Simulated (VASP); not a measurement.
Write the native input for VASP 6.6.1 that does the following.

| Item | Value |
| --- | --- |
| Task | relaxation of cell and atoms |
| Functional | PBE |
| Potentials or basis | VASP PAW PBE potentials, release 64 (Hf_pv, Al, B) |
| Cutoff | 600 eV |
| k mesh | 12 × 12 × 6 |
| Occupations | gaussian, width 0.1 eV |
| Spin | no spin polarisation |
| Dipole correction | no |
| Further INCAR settings | ALGO = Fast; EDIFF = 1e-06; IBRION = 2; EDIFFG = -0.01; NSW = 100; ISIF = 3 |

The structure of HfAlB4 lies in POSCAR:

```
HfAlB4
1.0
    3.0525141000      0.0000000000      0.0000000000
   -1.5262570000      2.6435547000      0.0000000000
    0.0000000000      0.0000000000      6.9179598000
Hf Al B
1 1 4
Direct
    0.0000000000      0.0000000000      0.0000000000
    0.0000000000      0.0000000000      0.5000000000
    0.3333333000      0.6666667000      0.2645460000
    0.3333333000      0.6666667000      0.7354540000
    0.6666667000      0.3333333000      0.2645460000
    0.6666667000      0.3333333000      0.7354540000
```

These files were run (other wordings do the same):

INCAR

```
SYSTEM = HfAlB4
PREC = Accurate
ENCUT = 600
EDIFF = 1E-6
ISMEAR = 0
SIGMA = 0.1
LREAL = .FALSE.
LASPH = .TRUE.
NELM = 60
ALGO = Fast
ISIF = 3
LWAVE = .FALSE.
LCHARG = .FALSE.
GGA = PE
IBRION = 2
NSW = 100
EDIFFG = -0.01
```

KPOINTS

```
regular mesh
0
G
  12 12 6
  0 0 0
```

Potentials or basis: VASP PAW PBE potentials, release 64 (Hf_pv, Al, B).

Run with:

```console
$ cat potpaw_PBE.64/Hf_pv/POTCAR potpaw_PBE.64/Al/POTCAR potpaw_PBE.64/B/POTCAR > POTCAR
$ mpirun -np 1 vasp_std > vasp.out
```

It gave:

The relaxed volume is 9.29 Å³/atom and the relaxed cell is a = 3.051 Å, b = 3.051 Å, c = 6.916 Å, α = 90.00°, β = 90.00°, γ = 120.00°. The space group after relaxing (to 0.1 Å) is P6/mmm (No. 191). The energy gained by relaxing is 0.0 meV/atom and the ionic steps are 3. The pressure after relaxing is 0.0 GPa and the largest force after relaxing is 0.005 eV/Å. The band gap on the k mesh is zero (an odd number of electrons rules out a gap without spin polarisation).

Caveat: spin-orbit coupling is left out, which moves the levels of the heavy elements.

Wall time 2.5 min on 1 thread of Oxide Virtual Turin-like Processor, on a shared host, peak memory 0.22 GiB.
